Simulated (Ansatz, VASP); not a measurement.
# AlN: VASP beside Ansatz

The input INCAR:

```
SYSTEM = AlN
PREC = Accurate ; ENCUT = 520
EDIFF = 1E-6 ; ISMEAR = 0
SIGMA = 0.05 ; LREAL = .False.
LASPH = .True. ; NELM = 60
ALGO = Normal ; ISIF = 2
LWAVE = .False. ; LCHARG = .False.
GGA = CA ; NBANDS = 26
```

File KPOINTS:

```
Automatic mesh
0
Gamma
  8 6 4
  0 0 0
```

File POSCAR:

```
AlN
1.0
   -1.6378403119      2.8368226349      0.0000000000
    0.0000000000      0.0000000000      4.1006264518
    4.9135209358      2.8368226349      0.0000000000
Al N
4 4
Direct
    0.3965789590      0.7500000000      0.1826659574
    1.0000000000      0.7500000000      0.6666666667
    0.0000000000      0.2500000000      0.3333333333
    0.5000000000      0.2500000000      0.8333333333
    0.5000000000      0.2500000000      0.1666666667
    1.0000000000      0.2500000000      0.6666666667
    0.0000000000      0.7500000000      0.3333333333
    0.5000000000      0.7500000000      0.8333333333
```

Input for Ansatz:

```yaml
crystal:
  lattice:
    - [-1.6378403119, 2.8368226349, 0.0]
    - [0.0, 0.0, 4.1006264518]
    - [4.9135209358, 2.8368226349, 0.0]
  atoms:
    - { symbol: Al, position: [0.396578959, 0.75, 0.1826659574] }
    - { symbol: Al, position: [1.0, 0.75, 0.6666666667] }
    - { symbol: Al, position: [0.0, 0.25, 0.3333333333] }
    - { symbol: Al, position: [0.5, 0.25, 0.8333333333] }
    - { symbol: "N", position: [0.5, 0.25, 0.1666666667] }
    - { symbol: "N", position: [1.0, 0.25, 0.6666666667] }
    - { symbol: "N", position: [0.0, 0.75, 0.3333333333] }
    - { symbol: "N", position: [0.5, 0.75, 0.8333333333] }
basis:
  ecutwfc: 420
kpoints:
  mp_grid: { grid: [8, 6, 4] }
hamiltonian:
  xc: lda
  pseudopotentials: { kind: paw, azcp: { folder: soft_1 } }
scf:
  occupations: { method: gaussian, width: 0.05 }
output:
  forces: true
  stress: true
  eigenvalues: true
  write_density: true
  write_potential: true
  elf: true
  volumetric_format: npy
```

Alike in both runs: task single point; functional LDA; k mesh 8 × 6 × 4; occupations gaussian, width 0.05 eV; no spin polarisation.

```csv
,VASP,Ansatz
version,VASP 6.6.1,Ansatz 0.2.0
potentials or method,"VASP PAW LDA potentials, release 64 (Al, N), cutoff 520 eV","scalar-relativistic, plane waves, PAW"
valence electrons in the cell,32,32
```

Ansatz gave:

| Quantity | Value |
| --- | --- |
| gap on the k mesh at the Fermi level (eV) | 3.50 |
| least direct gap on the mesh (eV) | 3.50 |
| pressure (GPa) | 7.4 |
| traceless stress, the component that is largest in VASP (GPa) | 13.12 |
| rms of the force components (eV/Å) | 3.082 |

Estimate VASP's values.

gap on the k mesh at the Fermi level (eV): 3.51; least direct gap on the mesh (eV): 3.51; pressure (GPa): 8.1; traceless stress, the component that is largest in VASP (GPa): 13.52; rms of the force components (eV/Å): 3.139.

Ansatz warns that its potentials were made for another functional, while VASP's fit it. LDA's correlation is that of Perdew and Zunger in VASP and of Perdew and Wang (1992) in Ansatz. Atom by atom the forces differ by 0.058 eV/Å (rms over components).
